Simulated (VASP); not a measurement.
# AlGaN2 (P-4m2) in VASP: notebook

The runs below take AlGaN2 through single point, with LDA.

Program: VASP 6.6.1. These are calculated values, not measurements. Logs are shortened: lines on timing, memory, paths and dates and some standing lists are left out, and cuts for length are marked.

## Step 1: The cell of the first run

It takes space group P-4m2 (No. 115, tetragonal). Conventional cell: a = 3.073 Å, b = 3.073 Å, c = 4.325 Å, α = 90.00°, β = 90.00°, γ = 90.00°. Within 2.5 Å of Al (site symmetry -4m2) lie 4 N at 1.85 Å. Ga (site symmetry -4m2) has 4 N at 1.90 Å within 2.5 Å. Within 2.5 Å of N (site symmetry 2mm) lie 2 Al at 1.85 Å and 2 Ga at 1.90 Å.

## Step 2: Single point, LDA (10.21 Å³/atom)

INCAR reads:

```
SYSTEM = AlGaN2
PREC = Accurate
ENCUT = 1330
EDIFF = 1E-6
ISMEAR = 0
SIGMA = 0.05
LREAL = .FALSE.
LASPH = .TRUE.
NELM = 120
ALGO = Normal
ISIF = 2
LWAVE = .FALSE.
LCHARG = .TRUE.
GGA = CA
LELF = .TRUE.
LVHAR = .TRUE.
NBANDS = 21
GGA_COMPAT = .FALSE.
```

KPOINTS reads:

```
Automatic mesh
0
G
  8 8 6
  0 0 0
```

POSCAR reads:

```
AlGaN2
1.0
    3.0731505336      0.0000000000      0.0000000000
    0.0000000000      3.0731505336      0.0000000000
    0.0000000000      0.0000000000      4.3247459381
Al Ga N
1 1 2
Direct
    0.5000000000      0.5000000000      0.5000000000
    0.0000000000      0.0000000000      0.0000000000
    0.5000000000      0.0000000000      0.7400045181
    0.0000000000      0.5000000000      0.2599954819
```

Potentials or basis: VASP PAW LDA potentials, release 64 (Al, Ga_d, N_h).

Started as:

```console
> cat potpaw_LDA.64/Al/POTCAR potpaw_LDA.64/Ga_d/POTCAR potpaw_LDA.64/N_h/POTCAR > POTCAR
> mpirun -np 1 vasp_std > vasp.out
```

OUTCAR:

```text
SYSTEM = AlGaN2
   PREC = Accurate
   ENCUT = 1330
   EDIFF = 1E-6
   ISMEAR = 0
   LREAL = .FALSE.
   LASPH = .TRUE.
   NELM = 120
   ISIF = 2
   GGA = CA

 ion  position               nearest neighbor table
   1  0.500  0.500  0.500-   3 1.85   4 1.85   3 1.85   4 1.85   2 3.07   2 3.07   2 3.07   2 3.07
                             2 3.07   2 3.07   2 3.07   2 3.07
   2  0.000  0.000  0.000-   3 1.90   4 1.90   4 1.90   3 1.90   1 3.07   1 3.07   1 3.07   1 3.07
                             1 3.07   1 3.07   1 3.07   1 3.07
   3  0.500  0.000  0.740-   1 1.85   1 1.85   2 1.90   2 1.90
   4  0.000  0.500  0.260-   1 1.85   1 1.85   2 1.90   2 1.90

  LATTYP: Found a simple tetragonal cell.
 ALAT       =     3.0731505336
 C/A-ratio  =     1.4072678480

  Lattice vectors:

 A1 = (   3.0731505336,   0.0000000000,   0.0000000000)
 A2 = (   0.0000000000,   3.0731505336,   0.0000000000)
 A3 = (   0.0000000000,   0.0000000000,   4.3247459381)

Analysis of symmetry for initial positions (statically):
=====================================================================
 Subroutine PRICEL returns:
 Original cell was already a primitive cell.

 Routine SETGRP: Setting up the symmetry group for a
 simple tetragonal supercell.

 Subroutine GETGRP returns: Found  8 space group operations
 (whereof  8 operations were pure point group operations)
 out of a pool of 16 trial point group operations.

The static configuration has the point symmetry D_2d.

Analysis of symmetry for dynamics (positions and initial velocities):
=====================================================================
 Subroutine PRICEL returns:
 Original cell was already a primitive cell.

 Routine SETGRP: Setting up the symmetry group for a
 simple tetragonal supercell.

 Subroutine GETGRP returns: Found  8 space group operations
 (whereof  8 operations were pure point group operations)
 out of a pool of 16 trial point group operations.

The dynamic configuration has the point symmetry D_2d.

 Subroutine INISYM returns: Found  8 space group operations
 (whereof  8 operations are pure point group operations),
 and found     1 'primitive' translations

----------------------------------------------------------------------------------------

                                     Primitive cell

  volume of cell :      40.8440

  direct lattice vectors                    reciprocal lattice vectors
     3.073150534  0.000000000  0.000000000     0.325398964  0.000000000  0.000000000
     0.000000000  3.073150534  0.000000000     0.000000000  0.325398964  0.000000000
     0.000000000  0.000000000  4.324745938     0.000000000  0.000000000  0.231227456

  length of vectors
     3.073150534  3.073150534  4.324745938     0.325398964  0.325398964  0.231227456

  position of ions in fractional coordinates (direct lattice)
     0.500000000  0.500000000  0.500000000
     0.000000000  0.000000000  0.000000000
     0.500000000  0.000000000  0.740004518
     0.000000000  0.500000000  0.259995482

  ion indices of the primitive-cell ions
   primitive index   ion index
                 1           1
                 2           2
                 3           3
                 4           4

----------------------------------------------------------------------------------------

 KPOINTS: Automatic mesh

Automatic generation of k-mesh.
 Grid dimensions read from file:
 generate k-points for:    8    8    6

 Generating k-lattice:

  Cartesian coordinates                     Fractional coordinates (reciprocal lattice)
     0.040674871  0.000000000  0.000000000     0.125000000  0.000000000  0.000000000
     0.000000000  0.040674871  0.000000000     0.000000000  0.125000000  0.000000000
     0.000000000  0.000000000  0.038537909     0.000000000  0.000000000  0.166666667

  Length of vectors
     0.040674871  0.040674871  0.038537909

  Shift w.r.t. Gamma in fractional coordinates (k-lattice)
     0.000000000  0.000000000  0.000000000

 Subroutine IBZKPT returns following result:
 ===========================================

 Found     60 irreducible k-points:

 Following reciprocal coordinates:
            Coordinates               Weight
  0.000000  0.000000  0.000000      1.000000
  0.125000  0.000000  0.000000      4.000000
  0.250000  0.000000  0.000000      4.000000
  0.375000  0.000000  0.000000      4.000000
  0.500000  0.000000  0.000000      2.000000
  0.125000  0.125000  0.000000      4.000000
[... 16 lines left out ...]
  0.375000  0.125000  0.166667     16.000000
  0.500000  0.125000  0.166667      8.000000
 [... further k-points ...]
   k-points           NKPTS =     60   k-points in BZ     NKDIM =     60   number of bands    NBANDS=     21
   number of dos      NEDOS =    301   number of ions     NIONS =      4
   total plane-waves  NPLWV =  86400
   dimension x,y,z NGX =    40 NGY =   40 NGZ =   54
   dimension x,y,z NGXF=    80 NGYF=   80 NGZF=  108
   ions per type =               1   1   2
   NGX,Y,Z   is equivalent  to a cutoff of  21.64, 21.64, 20.76 a.u.
   NGXF,Y,Z  is equivalent  to a cutoff of  43.28, 43.28, 41.52 a.u.
 SYSTEM =  AlGaN2
   PREC   = accura    normal or accurate (medium, high low for compatibility)
   ISTART =      0    job   : 0-new  1-cont  2-samecut
   ICHARG =      2    charge: 1-file 2-atom 10-const
   ISPIN  =      1    spin polarized calculation?
   LNONCOLLINEAR =      F non collinear calculations
   LSORBIT =      F    spin-orbit coupling
   LASPH  =      T    aspherical Exc in radial PAW
   ENCUT  = 1330.0 eV  97.75 Ry    9.89 a.u.   9.14  9.14 12.86*2*pi/ulx,y,z
   NELM   =    120;   NELMIN=  2; NELMDL= -5     # of ELM steps
   EDIFF  = 0.1E-05   stopping-criterion for ELM
   LREAL  =      F    real-space projection
[... 7 lines left out ...]
   TEBEG  =    0.0;   TEEND  =   0.0 temperature during run
   PSTRESS=    0.0 pullay stress
   NELECT =      26.0000    total number of electrons
   NUPDOWN=      -1.0000    fix difference up-down
   EMIN   =  10.00;   EMAX   =-10.00  energy-range for DOS
   EFERMI =   0.00;   METHOD = LEGACY
   ISMEAR =     0;   SIGMA  =   0.05  broadening in eV -4-tet -1-fermi 0-gaus
   EFERMI_NEDOS =   21; number of points for ismear=-14 and -15
   IALGO  =     38    algorithm
   IMIX   =      4    mixing-type and parameters
     AMIX     =   0.40;   BMIX     =  1.00
     AMIX_MAG =   1.60;   BMIX_MAG =  1.00
  volume/ion in A,a.u.               =      10.21        68.91
  Fermi-wavevector in a.u.,A,eV,Ry     =   1.408283  2.661269 26.983894  1.983260
  Thomas-Fermi vector in A             =   2.530456
   LORBIT       =      0    0 simple, 1 ext, 2 COOP (PROOUT), +10 PAW based schemes
   GGA     = CA    functional components
   LHFCALC =     F    Hartree Fock is set to
   AEXX    =    0.0000 exact exchange contribution
   IVDW    =     0    specifies the selected vdW correction
   LEPSILON=     F    determine dielectric tensor
   LRPA    =     F    only Hartree local field effects (RPA)
 non-spin polarized calculation
 Gauss-broadening in eV      SIGMA  =   0.05
  energy-cutoff  :     1330.00
  volume of cell :       40.84
 maximum number of plane-waves:      4528
 NGX is ok and might be reduce to    40
   NGX = 19   NGY = 19   NGZ = 25

 number of electron      25.9999999 magnetization

 Free energy of the ion-electron system (eV)
  ---------------------------------------------------
  ext. energy  EPLUGINS =         0.00000000
  ---------------------------------------------------
  free energy    TOTEN  =       -30.26510593 eV

  energy without entropy =      -30.26510593  energy(sigma->0) =      -30.26510593

 E-fermi :   6.6909     XC(G=0): -12.0654

 val. band max:        6.4450327942   @ k =   0.0000   0.0000   0.0000
 cond. band min:       9.7037385580   @ k =   0.5000   0.5000   0.0000
 fundamental gap:      3.2587057638
 Fermi energy:         6.6908911126

 k-point     1 :       0.0000    0.0000    0.0000
  band No.  band energies     occupation
      1      -9.4228      2.00000
      2      -7.8027      2.00000
      3      -6.6528      2.00000
      4      -6.6528      2.00000
      5      -6.6052      2.00000
      6      -6.3983      2.00000
[... 13 lines left out ...]
     20      19.6936      0.00000
     21      21.8723      0.00000

 k-point     2 :       0.1250    0.0000    0.0000
  band No.  band energies     occupation
      1      -9.2743      2.00000
      2      -7.8010      2.00000
      3      -6.6682      2.00000
      4      -6.6496      2.00000
      5      -6.5757      2.00000
      6      -6.4124      2.00000
[... 13 lines left out ...]
     20      19.4911      0.00000
     21      21.3862      0.00000

 k-point     3 :       0.2500    0.0000    0.0000
  band No.  band energies     occupation
      1      -8.8750      2.00000
      2      -7.8120      2.00000
      3      -6.6592      2.00000
      4      -6.6416      2.00000
      5      -6.4869      2.00000
      6      -6.4459      2.00000
[... 13 lines left out ...]
     20      18.9241      0.00000
     21      20.2940      0.00000

 k-point     4 :       0.3750    0.0000    0.0000
  band No.  band energies     occupation
      1      -8.3871      2.00000
      2      -7.8658      2.00000
      3      -6.6334      2.00000
      4      -6.6050      2.00000
      5      -6.4792      2.00000
      6      -6.2553      2.00000
[... 13 lines left out ...]
     20      18.6780      0.00000
     21      19.3358      0.00000

 k-point     5 :       0.5000    0.0000    0.0000
  band No.  band energies     occupation
      1      -8.0898      2.00000
      2      -7.9692      2.00000
      3      -6.6299      2.00000
      4      -6.5773      2.00000
      5      -6.4929      2.00000
      6      -5.8689      2.00000
[... 13 lines left out ...]
     20      18.7289      0.00000
     21      18.8381      0.00000
[... 382 lines left out ...]
     20      18.7245      0.00000
     21      20.3695      0.00000

 k-point    22 :       0.2500    0.1250    0.1667
  band No.  band energies     occupation
      1      -8.6601      2.00000
      2      -7.8187      2.00000
      3      -6.6678      2.00000
      4      -6.5973      2.00000
      5      -6.4872      2.00000
      6      -6.4299      2.00000
[... 13 lines left out ...]
     20      18.9146      0.00000
     21      19.6122      0.00000

 k-point    23 :       0.3750    0.1250    0.1667
  band No.  band energies     occupation
      1      -8.2596      2.00000
      2      -7.8442      2.00000
      3      -6.6454      2.00000
      4      -6.5517      2.00000
      5      -6.5063      2.00000
      6      -6.1616      2.00000
[... 13 lines left out ...]
     20      18.9314      0.00000
     21      19.2012      0.00000

 k-point    24 :       0.5000    0.1250    0.1667
  band No.  band energies     occupation
      1      -8.0524      2.00000
      2      -7.8964      2.00000
      3      -6.6374      2.00000
      4      -6.5318      2.00000
      5      -6.5216      2.00000
      6      -5.7722      2.00000
[... 13 lines left out ...]
     20      18.9636      0.00000
     21      18.9748      0.00000

 [... further k-points ...]

------------------------ aborting loop because EDIFF is reached ----------------------------------------

  FORCE on cell =-STRESS in cart. coord.  units (eV):
  Direction    XX          YY          ZZ          XY          YZ          ZX
  --------------------------------------------------------------------------------------
  -------------------------------------------------------------------------------------
  Total        2.5858481      2.5858481      2.5587750      0.0000000      0.0000000      0.0000000
  in kB      101.4344138    101.4344138    100.3724229      0.0000000      0.0000000      0.0000000
  external PRESSURE =     101.0804168 kB  Pullay stress =       0.0000000 kB

 VOLUME and BASIS-vectors are now :
 -----------------------------------------------------------------------------
  energy-cutoff  :     1330.00
  volume of cell :       40.84
      direct lattice vectors                 reciprocal lattice vectors
     3.073150534  0.000000000  0.000000000     0.325398964  0.000000000  0.000000000
     0.000000000  3.073150534  0.000000000     0.000000000  0.325398964  0.000000000
     0.000000000  0.000000000  4.324745938     0.000000000  0.000000000  0.231227456

 POSITION                                       TOTAL-FORCE (eV/Angst)
 -----------------------------------------------------------------------------------
      1.53658      1.53658      2.16237        -0.000000      0.000000      0.000000
      0.00000      0.00000      0.00000        -0.000000      0.000000      0.000000
      1.53658      0.00000      3.20033         0.000000     -0.000000     -0.041507
      0.00000      1.53658      1.12441        -0.000000     -0.000000      0.041507
 -----------------------------------------------------------------------------------
    total drift:                                0.000000      0.000000      0.000000

  FREE ENERGIE OF THE ION-ELECTRON SYSTEM (eV)
  ---------------------------------------------------
  free  energy   TOTEN  =       -30.2651059325 eV

  energy  without entropy=      -30.2651059325  energy(sigma->0) =      -30.26510593
```

It took 2.3 min on 1 thread of AMD EPYC 7R13 (Zen 3), shared host; peak memory 0.33 GiB.

Results:

- Free energy: -30.2651 eV
- Pressure: 10.1 GPa
- Largest force: 0.042 eV/Å
- Band gap on the k mesh: 3.26 eV (least direct gap 3.38 eV)

Forces in eV/Å, atoms in the order of the input:
```
Al   0.000  0.000  0.000
Ga   0.000  0.000  0.000
N    0.000  0.000 -0.042
N    0.000  0.000  0.042
```

Levels at points of the mesh, in eV from the valence-band top:
```csv
k point,band 10,band 11,band 12,band 13,band 14,band 15,band 16,band 17
"(0.00, 0.00, 0.00)",-2.51,-0.25,0.00,0.00,3.38,3.53,7.81,11.61
"(0.50, 0.00, 0.00)",-3.16,-3.04,-1.04,-0.76,7.31,7.62,8.20,8.77
"(0.50, 0.50, 0.00)",-2.48,-2.44,-2.44,-2.42,3.26,3.26,6.60,8.94
"(0.00, 0.00, 0.50)",-1.70,-1.70,-1.05,-1.05,5.49,5.63,8.39,9.50
"(0.50, 0.00, 0.50)",-1.02,-0.94,-0.63,-0.62,5.66,7.00,9.42,9.76
"(0.50, 0.50, 0.50)",-4.33,-3.51,-3.51,-3.48,6.25,6.25,9.50,11.10
```

Caveat: the cell stands under pressure.

## Step 3: Single point, LDA (9.78 Å³/atom)

This run uses another cell than the first one, of 9.78 Å³/atom.

INCAR reads:

```
PREC = Accurate
ENCUT = 1330
EDIFF = 1E-6
ISMEAR = 0
SIGMA = 0.05
LREAL = F
LASPH = T
NELM = 120
ALGO = Normal
ISIF = 2
LWAVE = F
LCHARG = T
GGA = CA
LELF = T
LVHAR = T
NBANDS = 21
GGA_COMPAT = F
```

KPOINTS reads:

```
regular mesh
0
Gamma
  8 8 6
```

POSCAR reads:

```
AlGaN2
1.0
    3.2193035526      0.0000000000      0.0000000000
    0.0000000000      3.2193035526      0.0000000000
    0.0000000000      0.0000000000      3.7765649975
Al Ga N
1 1 2
Direct
    0.5000000000      0.5000000000      0.5000000000
    0.0000000000      0.0000000000      0.0000000000
    0.5000000000      0.0000000000      0.7359725562
    0.0000000000      0.5000000000      0.2640274438
```

Potentials or basis: VASP PAW LDA potentials, release 64 (Al, Ga_d, N_h).

Started as:

```console
> cat potpaw_LDA.64/Al/POTCAR potpaw_LDA.64/Ga_d/POTCAR potpaw_LDA.64/N_h/POTCAR > POTCAR
> mpirun -np 1 vasp_std > vasp.out
```

Wall time 98 s (1 thread of Intel Xeon Platinum 8488C (Sapphire Rapids), shared host); peak memory 0.35 GiB.

Results (log left out):

```
Free energy            : -29.8949 eV
Pressure               : 17.4 GPa
Largest force          : 0.025 eV/Å
Band gap on the k mesh : 3.18 eV
```

Forces on the atoms (eV/Å):
```
Al   0.000  0.000  0.000
Ga   0.000  0.000  0.000
N    0.000  0.000 -0.025
N    0.000  0.000  0.025
```

Stress tensor (GPa, compression positive):
```
13.55  0.00  0.00
 0.00 13.55  0.00
 0.00  0.00 25.24
```

Levels at points of the mesh, in eV from the valence-band top:
```csv
k point,band 11,band 12,band 13,band 14,band 15,band 16
"(0.00, 0.00, 0.00)",-0.24,-0.24,0.00,3.18,3.54,5.88
"(0.50, 0.00, 0.00)",-2.26,-1.86,-1.71,6.78,6.92,7.60
"(0.50, 0.50, 0.00)",-2.00,-1.94,-1.84,3.82,3.82,8.09
"(0.00, 0.00, 0.50)",-2.21,-1.74,-1.74,6.11,6.60,7.51
"(0.50, 0.00, 0.50)",-1.35,-0.63,-0.03,5.22,6.30,9.09
"(0.50, 0.50, 0.50)",-3.88,-3.88,-3.74,7.77,7.77,9.61
```

Caveat: the stress differs along the axes, from 14 to 25 GPa.
